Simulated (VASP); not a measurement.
# Ta2SiO3 (P6/mmm) in VASP: notebook, part 3 of 3

VASP 6.6.1. Earlier steps stand in the parts before.

**7. Single point, PBE, collinear spin, ferromagnetic start**

Contents of INCAR:

```
SYSTEM = Ta2SiO3
  PREC = Accurate
  ENCUT = 520
  EDIFF = 1E-6
  ISMEAR = 0
  SIGMA = 0.1
  LREAL = .False.
  LASPH = .True.
  NELM = 150
  ALGO = Normal
  ISIF = 2
  LWAVE = .False.
  LCHARG = .False.
  ISPIN = 2
  MAGMOM = 1 1 0 0 0 0
  LORBIT = 11
  LMAXMIX = 4
  GGA = PE
  NBANDS = 35
```

Contents of KPOINTS:

```
Automatic mesh
0
Gamma
  6 6 6
  0 0 0
```

Contents of POSCAR:

```
Ta2SiO3
1.0
    5.2636115300      0.0000000000      0.0000000000
   -2.6318057700      4.5584213000      0.0000000000
    0.0000000000      0.0000000000      3.6162871700
Ta Si O
2 1 3
Direct
    0.3333333300      0.6666666700      0.5000000000
    0.6666666700      0.3333333300      0.5000000000
    0.0000000000      0.0000000000      0.0000000000
    0.5000000000      0.0000000000      0.5000000000
    0.0000000000      0.5000000000      0.5000000000
    0.5000000000      0.5000000000      0.5000000000
```

Potentials or basis: VASP PAW PBE potentials, release 64 (Ta_pv, Si, O).

Started as:

```sh
> cat potpaw_PBE.64/Ta_pv/POTCAR potpaw_PBE.64/Si/POTCAR potpaw_PBE.64/O/POTCAR > POTCAR
> mpirun -np 1 vasp_std > vasp.out
```

OUTCAR:

```text
SYSTEM = Ta2SiO3
   PREC = Accurate
   ENCUT = 520
   EDIFF = 1E-6
   ISMEAR = 0
   LREAL = .False.
   LASPH = .True.
   NELM = 150
   ISIF = 2
   ISPIN = 2
   LORBIT = 11
   GGA = PE

 ion  position               nearest neighbor table
   1  0.333  0.667  0.500-   5 1.52   4 1.52   6 1.52   2 3.04   2 3.04   2 3.04
   2  0.667  0.333  0.500-   5 1.52   4 1.52   6 1.52   1 3.04   1 3.04   1 3.04
   3  0.000  0.000  0.000-
   4  0.500  0.000  0.500-   1 1.52   2 1.52
   5  0.000  0.500  0.500-   1 1.52   2 1.52
   6  0.500  0.500  0.500-   1 1.52   2 1.52

  LATTYP: Found a hexagonal cell.
 ALAT       =     5.2636115300
 C/A-ratio  =     0.6870353462

  Lattice vectors:

 A1 = (   5.2636115300,   0.0000000000,   0.0000000000)
 A2 = (  -2.6318057700,   4.5584213000,   0.0000000000)
 A3 = (   0.0000000000,   0.0000000000,   3.6162871700)

Analysis of symmetry for initial positions (statically):
=====================================================================
 Subroutine PRICEL returns:
 Original cell was already a primitive cell.

 Routine SETGRP: Setting up the symmetry group for a
 hexagonal supercell.

 Subroutine GETGRP returns: Found 24 space group operations
 (whereof 24 operations were pure point group operations)
 out of a pool of 24 trial point group operations.

The static configuration has the point symmetry D_6h.

Analysis of symmetry for dynamics (positions and initial velocities):
=====================================================================
 Subroutine PRICEL returns:
 Original cell was already a primitive cell.

 Routine SETGRP: Setting up the symmetry group for a
 hexagonal supercell.

 Subroutine GETGRP returns: Found 24 space group operations
 (whereof 24 operations were pure point group operations)
 out of a pool of 24 trial point group operations.

The dynamic configuration has the point symmetry D_6h.

Analysis of structural, dynamic, and magnetic symmetry:
[... 179 lines left out ...]
 k-point     1 :       0.0000    0.0000    0.0000
  band No.  band energies     occupation
      1     -33.1036      1.00000
      2     -33.1036      1.00000
      3     -31.8002      1.00000
      4     -31.8002      1.00000
      5     -29.4756      1.00000
      6     -29.2578      1.00000
[... 877 lines left out ...]
     33      12.2995      0.00000
     34      13.5745      0.00000

 [... further k-points ...]

 spin component 2

 k-point     1 :       0.0000    0.0000    0.0000
  band No.  band energies     occupation
      1     -33.1037      1.00000
      2     -33.1037      1.00000
      3     -31.8004      1.00000
      4     -31.8004      1.00000
      5     -29.4757      1.00000
      6     -29.2580      1.00000
[... 877 lines left out ...]
     33      12.2995      0.00000
     34      13.5745      0.00000

 [... further k-points ...]

 [bands above 34 left out]

------------------------ aborting loop because EDIFF is reached ----------------------------------------

  FORCE on cell =-STRESS in cart. coord.  units (eV):
  Direction    XX          YY          ZZ          XY          YZ          ZX
  --------------------------------------------------------------------------------------
  -------------------------------------------------------------------------------------
  Total      150.5075687    150.5075687     -2.4500838     -0.0000002      0.0000000      0.0000000
  in kB     2779.1226977   2779.1226970    -45.2408043     -0.0000030      0.0000000      0.0000000
  external PRESSURE =    1837.6681968 kB  Pullay stress =       0.0000000 kB

 VOLUME and BASIS-vectors are now :
 -----------------------------------------------------------------------------
  energy-cutoff  :      520.00
  volume of cell :       86.77
      direct lattice vectors                 reciprocal lattice vectors
     5.263611530  0.000000000  0.000000000     0.189983625  0.109687097  0.000000000
    -2.631805770  4.558421300  0.000000000     0.000000000  0.219374194  0.000000000
     0.000000000  0.000000000  3.616287170     0.000000000  0.000000000  0.276526712

 POSITION                                       TOTAL-FORCE (eV/Angst)
 -----------------------------------------------------------------------------------
     -0.00000      3.03895      1.80814         0.000000      0.000000      0.000000
      2.63181      1.51947      1.80814         0.000000     -0.000000      0.000000
      0.00000      0.00000      0.00000        -0.000000      0.000000      0.000000
      2.63181      0.00000      1.80814        -0.000000      0.000000      0.000000
     -1.31590      2.27921      1.80814        -0.000000      0.000000      0.000000
      1.31590      2.27921      1.80814        -0.000000      0.000000      0.000000
 -----------------------------------------------------------------------------------
    total drift:                                0.000000     -0.000000     -0.000000

  FREE ENERGIE OF THE ION-ELECTRON SYSTEM (eV)
  ---------------------------------------------------
  free  energy   TOTEN  =       -23.4686980748 eV

  energy  without entropy=      -23.4493059956  energy(sigma->0) =      -23.45900204

 total charge

# of ion       s       p       d       tot
------------------------------------------
    1        0.571   6.678   3.587  10.836
    2        0.571   6.678   3.587  10.836
    3        0.892   0.674   0.000   1.566
    4        1.680   3.948   0.000   5.627
    5        1.680   3.948   0.000   5.627
    6        1.680   3.948   0.000   5.627
--------------------------------------------------
tot          7.073  25.873   7.174  40.120

 magnetization (x)

# of ion       s       p       d       tot
------------------------------------------
    1        0.000  -0.000  -0.000  -0.000
    2        0.000  -0.000  -0.000  -0.000
    3        0.000   0.000   0.000   0.000
    4       -0.000  -0.000   0.000  -0.000
    5       -0.000  -0.000   0.000  -0.000
    6       -0.000  -0.000   0.000  -0.000
--------------------------------------------------
tot          0.000  -0.000  -0.000  -0.000
```

stdout:

```text
POSCAR found type information on POSCAR TaSiO
 POSCAR found :  3 types and       6 ions
 scaLAPACK will be used
 LDA part: xc-table for (Slater+PW92), standard interpolation
 POSCAR, INCAR and KPOINTS ok, starting setup
 FFT: planning ... GRIDC
 FFT: planning ... GRID_SOFT
 FFT: planning ... GRID
 WAVECAR not read
 entering main loop
```

Wall time 64 s (1 thread of Intel Xeon 6975P-C (Granite Rapids), shared host); peak memory 0.31 GiB.

What came out:

| Quantity | Value |
| --- | --- |
| Free energy | -23.4687 eV |
| Pressure | 183.8 GPa |
| Band gap on the k mesh | zero (filled and empty bands overlap) |
| Net moment | 0.00 μB per cell |
| Valence electrons inside the program's atomic spheres | Ta 10.84; Si 1.57; O 5.63 |

Stress tensor (GPa, compression positive):
```
277.91   0.00   0.00
  0.00 277.91   0.00
  0.00   0.00  -4.52
```

Levels at points of the mesh, in eV from the Fermi level:
Spin up:
```
           k point  band 20  band 21  band 22  band 23  band 24  band 25
(0.00, 0.00, 0.00)    -3.08    -1.42     0.22     0.22     0.37     0.37
(0.50, 0.00, 0.00)    -4.43    -2.48    -0.53     0.79     1.22     1.92
(0.00, 0.00, 0.50)    -2.49    -1.97    -1.97     1.88     2.35     2.35
(0.50, 0.00, 0.50)    -1.24    -0.58    -0.25    -0.18     1.44     2.07
```
Spin down:
| k point | band 18 | band 19 | band 20 | band 21 | band 22 | band 23 | band 24 | band 25 | band 26 | band 27 |
| --- | --- | --- | --- | --- | --- | --- | --- | --- | --- | --- |
| (0.00, 0.00, 0.00) | -4.02 | -4.02 | -3.08 | -1.42 | 0.22 | 0.22 | 0.37 | 0.37 | 1.48 | 1.48 |
| (0.50, 0.00, 0.00) | -5.53 | -5.29 | -4.43 | -2.48 | -0.53 | 0.79 | 1.22 | 1.92 | 2.99 | 4.80 |
| (0.00, 0.00, 0.50) | -3.81 | -3.81 | -2.49 | -1.97 | -1.97 | 1.88 | 2.35 | 2.35 | 2.93 | 2.94 |
| (0.50, 0.00, 0.50) | -6.02 | -5.26 | -1.24 | -0.58 | -0.25 | -0.18 | 1.44 | 2.07 | 2.15 | 2.85 |

Caveat: spin-orbit coupling is left out, which moves the levels of the heavy elements.

**8. Summary**

| task | spin | cell | k mesh | cutoff (eV) | gap on the mesh (eV) | pressure (GPa) | moment (μB) |
| --- | --- | --- | --- | --- | --- | --- | --- |
| single point | off | a = 5.264, b = 5.264, c = 3.616 Å, angles 90.0, 90.0, 120.0°, 6 atoms | 6 × 6 × 6 | 520 | none | 183.8 | - |
| single point | off | a = 6.590, b = 6.590, c = 2.815 Å, angles 90.0, 90.0, 120.0°, 6 atoms | 6 × 6 × 6 | 520 | none | 0.6 | - |
| single point | off | a = 6.584, b = 6.584, c = 2.879 Å, angles 90.0, 90.0, 120.0°, 6 atoms | 6 × 6 × 14 | 520 | none | 0.5 | - |
| single point | collinear, ferromagnetic start | a = 6.590, b = 6.590, c = 2.815 Å, angles 90.0, 90.0, 120.0°, 6 atoms | 3 × 3 × 6 | 520 | none | 1.2 | 0.89 |
| relaxation of cell and atoms | off | relaxed from a = 5.264, b = 5.264, c = 3.616 Å, angles 90.0, 90.0, 120.0°, 6 atoms | 6 × 6 × 6 | 600 | none | 0.0 | - |
| single point | collinear, ferromagnetic start | a = 5.264, b = 5.264, c = 3.616 Å, angles 90.0, 90.0, 120.0°, 6 atoms | 6 × 6 × 6 | 520 | none | 183.8 | 0.00 |

Alike in all rows: level PBE; potentials or basis VASP PAW PBE potentials, release 64 (Ta_pv, Si, O); smearing gaussian 0.1 eV.

Caveats: some runs use coarse meshes; spin-orbit coupling is left out, which moves the levels of the heavy elements.

Total energies depend on the potentials used, so only differences within one code and one set of settings carry meaning.
